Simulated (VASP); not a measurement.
SrO:

```
CELL_PARAMETERS angstrom
0.00000 2.57989 2.57989
2.57989 0.00000 2.57989
2.57989 2.57989 0.00000
ATOMIC_POSITIONS crystal
Sr 0.50000 0.50000 0.50000
O 0.00000 0.00000 0.00000
```

Base run:

```yaml
Program: VASP 6.6.1
Functional: PBEsol
Potentials_or_basis: VASP PAW PBE potentials, release 64 (Sr_sv, O)
Cutoff: 520 eV
k_mesh: 6 × 6 × 6
Occupations: gaussian, width 0.01 eV
Spin: no spin polarisation
```

Its results: band gap on the k mesh 3.16 eV (least direct gap 3.26 eV); pressure -1.4 GPa.

**Question.** The run is repeated on the same cell with these changes: k mesh from 6 × 6 × 6 to 5 × 5 × 5. What comes out?

**Answer.** Band gap on the k mesh 3.35 eV (least direct gap 3.47 eV); pressure -1.4 GPa.

Caveats: some runs use coarse meshes; the PAW data sets were made with another functional, which shifts forces and pressure a little; an odd mesh through Γ misses points on the zone boundary, where band edges can lie (at least some runs).
